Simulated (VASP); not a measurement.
# ReSb (F-43m) in VASP: further runs, part 2 of 2

VASP 6.6.1.

**5. Single point, PBEsol (volume scaled by 0.960)**

Contents of INCAR:

```
SYSTEM = ReSb
ALGO = Normal
EDIFF = 1E-6
ENCUT = 520
GGA = PS
ISIF = 2
ISMEAR = 0
LASPH = .TRUE.
LCHARG = .FALSE.
LREAL = .FALSE.
LWAVE = .FALSE.
NBANDS = 13
NELM = 80
PREC = Accurate
SIGMA = 0.05
```

Contents of KPOINTS:

```
k-points
0
G
  10 10 10
  0 0 0
```

Contents of POSCAR:

```
ReSb
1.0
    0.0000000000      2.9351006021      2.9351006021
    2.9351006021      0.0000000000      2.9351006021
    2.9351006021      2.9351006021      0.0000000000
Re Sb
1 1
Direct
    0.0000000000      0.0000000000      0.0000000000
    0.2500000000      0.2500000000      0.2500000000
```

Potentials or basis: VASP PAW PBE potentials, release 64 (Re, Sb).

Command:

```
$ cat potpaw_PBE.64/Re/POTCAR potpaw_PBE.64/Sb/POTCAR > POTCAR
$ mpirun -np 1 vasp_std > vasp.out
```

OUTCAR:

```text
SYSTEM = ReSb
   EDIFF = 1E-6
   ENCUT = 520
   GGA = PS
   ISIF = 2
   ISMEAR = 0
   LASPH = .TRUE.
   LREAL = .FALSE.
   NELM = 80
   PREC = Accurate

 ion  position               nearest neighbor table
   1  0.000  0.000  0.000-   2 2.54   2 2.54   2 2.54   2 2.54
   2  0.250  0.250  0.250-   1 2.54   1 2.54   1 2.54   1 2.54

  LATTYP: Found a face centered cubic cell.
 ALAT       =     5.8702012042

  Lattice vectors:

 A1 = (   0.0000000000,   2.9351006021,   2.9351006021)
 A2 = (   2.9351006021,   0.0000000000,   2.9351006021)
 A3 = (   2.9351006021,   2.9351006021,   0.0000000000)

Analysis of symmetry for initial positions (statically):
=====================================================================
 Subroutine PRICEL returns:
 Original cell was already a primitive cell.

 Routine SETGRP: Setting up the symmetry group for a
 face centered cubic supercell.

 Subroutine GETGRP returns: Found 24 space group operations
 (whereof 24 operations were pure point group operations)
 out of a pool of 48 trial point group operations.

The static configuration has the point symmetry T_d .

Analysis of symmetry for dynamics (positions and initial velocities):
=====================================================================
 Subroutine PRICEL returns:
 Original cell was already a primitive cell.

 Routine SETGRP: Setting up the symmetry group for a
 face centered cubic supercell.

 Subroutine GETGRP returns: Found 24 space group operations
 (whereof 24 operations were pure point group operations)
 out of a pool of 48 trial point group operations.

The dynamic configuration has the point symmetry T_d .

 Subroutine INISYM returns: Found 24 space group operations
 (whereof 24 operations are pure point group operations),
 and found     1 'primitive' translations

----------------------------------------------------------------------------------------

                                     Primitive cell

  volume of cell :      50.5707

[... 113 lines left out ...]
   GGA     = PS    functional components
   LHFCALC =     F    Hartree Fock is set to
   AEXX    =    0.0000 exact exchange contribution
   IVDW    =     0    specifies the selected vdW correction
   LEPSILON=     F    determine dielectric tensor
   LRPA    =     F    only Hartree local field effects (RPA)
 non-spin polarized calculation
 Gauss-broadening in eV      SIGMA  =   0.05
  energy-cutoff  :      520.00
  volume of cell :       50.57
 maximum number of plane-waves:      1380
   NGX = 15   NGY = 15   NGZ = 15

 number of electron      12.0000000 magnetization

 Free energy of the ion-electron system (eV)
  ---------------------------------------------------
  ext. energy  EPLUGINS =         0.00000000
  ---------------------------------------------------
  free energy    TOTEN  =       -14.69094352 eV

  energy without entropy =      -14.68654623  energy(sigma->0) =      -14.68874488

 E-fermi :   5.1831     XC(G=0): -10.3780

 val. band max:        5.1461936705   @ k =   0.5000   0.3000   0.0000
 cond. band min:       5.1836982244   @ k =   0.4000   0.3000   0.0000
 fundamental gap:      0.0375045540
 Fermi energy:         5.1831155057

 k-point     1 :       0.0000    0.0000    0.0000
  band No.  band energies     occupation
      1      -5.6993      2.00000
      2       2.1538      2.00000
      3       2.1538      2.00000
      4       2.1538      2.00000
      5       4.8654      2.00000
      6       4.8654      2.00000
      7       9.3596      0.00000
      8      11.7305      0.00000
      9      11.7305      0.00000
     10      11.7305      0.00000
     11      12.5768      0.00000
     12      12.5768      0.00000
     13      12.5768      0.00000
[... 354 lines left out ...]
  band No.  band energies     occupation
      1      -4.2108      2.00000
      2       0.6963      2.00000
      3       2.8687      2.00000
      4       3.0071      2.00000
      5       4.1555      2.00000
      6       5.1837      0.98685
      7       6.0206      0.00000
      8       7.2978      0.00000
      9       7.5381      0.00000
     10      11.6972      0.00000
     11      12.5160      0.00000
     12      15.8479      0.00000
     13      16.2906      0.00000

 [... further k-points ...]
[... 5 lines left out ...]
  --------------------------------------------------------------------------------------
  -------------------------------------------------------------------------------------
  Total        1.5898407      1.5898407      1.5898407     -0.0000000      0.0000000      0.0000000
  in kB       50.3692184     50.3692184     50.3692184     -0.0000000      0.0000000      0.0000000
  external PRESSURE =      50.3692184 kB  Pullay stress =       0.0000000 kB

 VOLUME and BASIS-vectors are now :
 -----------------------------------------------------------------------------
  energy-cutoff  :      520.00
  volume of cell :       50.57
      direct lattice vectors                 reciprocal lattice vectors
     0.000000000  2.935100602  2.935100602    -0.170351912  0.170351912  0.170351912
     2.935100602  0.000000000  2.935100602     0.170351912 -0.170351912  0.170351912
     2.935100602  2.935100602  0.000000000     0.170351912  0.170351912 -0.170351912

 POSITION                                       TOTAL-FORCE (eV/Angst)
 -----------------------------------------------------------------------------------
      0.00000      0.00000      0.00000        -0.000000     -0.000000     -0.000000
      1.46755      1.46755      1.46755         0.000000      0.000000      0.000000
 -----------------------------------------------------------------------------------
    total drift:                               -0.000000     -0.000000     -0.000000

  FREE ENERGIE OF THE ION-ELECTRON SYSTEM (eV)
  ---------------------------------------------------
  free  energy   TOTEN  =       -14.6909435205 eV

  energy  without entropy=      -14.6865462310  energy(sigma->0) =      -14.68874488
```

OSZICAR:

```text
N       E                     dE             d eps       ncg     rms          rms(c)
DAV:   1     0.326756060303E+02    0.32676E+02   -0.50679E+03  1903   0.863E+02
DAV:   2    -0.136266149143E+02   -0.46302E+02   -0.43868E+02  2053   0.172E+02
DAV:   3    -0.150275592231E+02   -0.14009E+01   -0.13945E+01  1678   0.346E+01
DAV:   4    -0.150366074894E+02   -0.90483E-02   -0.90315E-02  1812   0.239E+00
DAV:   5    -0.150370811675E+02   -0.47368E-03   -0.47366E-03  1851   0.592E-01    0.192E+01
DAV:   6    -0.147536382123E+02    0.28344E+00   -0.13275E+00  2076   0.216E+01    0.689E+00
DAV:   7    -0.147069286991E+02    0.46710E-01   -0.17711E-01  2048   0.755E+00    0.514E+00
DAV:   8    -0.146909655724E+02    0.15963E-01   -0.31714E-02  2063   0.296E+00    0.181E-01
DAV:   9    -0.146909247063E+02    0.40866E-04   -0.83101E-04  1973   0.333E-01    0.126E-01
DAV:  10    -0.146909374126E+02   -0.12706E-04   -0.69058E-05  1859   0.750E-02    0.498E-02
DAV:  11    -0.146909428853E+02   -0.54726E-05   -0.46634E-06  1648   0.186E-02    0.148E-02
DAV:  12    -0.146909435205E+02   -0.63519E-06   -0.12926E-06  1254   0.111E-02
   1 F= -.14690944E+02 E0= -.14688745E+02  d E =-.439729E-02
```

Wall time 28 s (1 thread of Intel Xeon Platinum 8375C at 2.90GHz (Ice Lake), shared host); peak memory 0.19 GiB.

Results:

```yaml
Free_energy: -14.6909 eV
Pressure: 5.0 GPa
Band_gap_on_the_k_mesh: zero (band 6 reaches 5.23 eV, above the bottom of band 7 at 5.13 eV)
```

Caveat: the PAW data sets were made with another functional, which shifts forces and pressure a little; spin-orbit coupling is left out, which moves the levels of the heavy elements.

**6. Single point, PBEsol (volume scaled by 0.980)**

Contents of INCAR:

```
SYSTEM = ReSb
  PREC = Accurate
  ENCUT = 520
  EDIFF = 1E-6
  ISMEAR = 0
  SIGMA = 0.05
  LREAL = .FALSE.
  LASPH = .TRUE.
  NELM = 80
  ALGO = Normal
  ISIF = 2
  LWAVE = .FALSE.
  LCHARG = .FALSE.
  GGA = PS
  NBANDS = 13
```

Contents of KPOINTS:

```
regular mesh
0
G
  10 10 10
  0 0 0
```

Contents of POSCAR:

```
ReSb
1.0
    0.0000000000      2.9553433149      2.9553433149
    2.9553433149      0.0000000000      2.9553433149
    2.9553433149      2.9553433149      0.0000000000
Re Sb
1 1
Direct
    0.0000000000      0.0000000000      0.0000000000
    0.2500000000      0.2500000000      0.2500000000
```

Potentials or basis: VASP PAW PBE potentials, release 64 (Re, Sb).

Command:

```
$ cat potpaw_PBE.64/Re/POTCAR potpaw_PBE.64/Sb/POTCAR > POTCAR
$ mpirun -np 1 vasp_std > vasp.out
```

It took 27 s on 1 thread of Intel Xeon Platinum 8375C at 2.90GHz (Ice Lake), shared host; peak memory 0.19 GiB.

It converged, with:

- Free energy: -14.7156 eV
- Pressure: 2.4 GPa
- Band gap on the k mesh: zero (band 6 reaches 5.04 eV, above the bottom of band 7 at 4.93 eV)

Levels at points of the mesh, in eV from the Fermi level:
```csv
k point,band 2,band 3,band 4,band 5,band 6,band 7,band 8,band 9,band 10,band 11
"(0.00, 0.00, 0.00)",-2.97,-2.97,-2.97,-0.31,-0.31,4.05,6.41,6.41,6.41,7.26
"(0.50, 0.00, 0.00)",-4.32,-2.62,-2.62,-0.08,-0.08,-0.06,3.49,3.49,5.03,9.19
"(0.50, 0.50, 0.00)",-4.82,-1.65,-1.65,-1.03,-0.19,0.10,1.02,1.02,6.74,6.99
```

Caveat: the PAW data sets were made with another functional, which shifts forces and pressure a little; spin-orbit coupling is left out, which moves the levels of the heavy elements.

**7. Summary**

| cell | gap on the mesh (eV) | pressure (GPa) |
| --- | --- | --- |
| a = 3.835 Å, angles 60.0°, 2 atoms | 0.08 | 55.3 |
| a = 3.983 Å, angles 60.0°, 2 atoms | none | 25.9 |
| a = 4.136 Å, angles 60.0°, 2 atoms | none | 6.5 |
| a = 4.151 Å, angles 60.0°, 2 atoms | none | 5.0 |
| a = 4.179 Å, angles 60.0°, 2 atoms | none | 2.4 |

Alike in all rows: task single point; level PBEsol; potentials or basis VASP PAW PBE potentials, release 64 (Re, Sb); no spin polarisation; k mesh 10 × 10 × 10; cutoff (eV) 520; smearing gaussian 0.05 eV.

Caveats: the PAW data sets were made with another functional, which shifts forces and pressure a little; spin-orbit coupling is left out, which moves the levels of the heavy elements.

Total energies depend on the potentials used, so only differences within one code and one set of settings carry meaning.
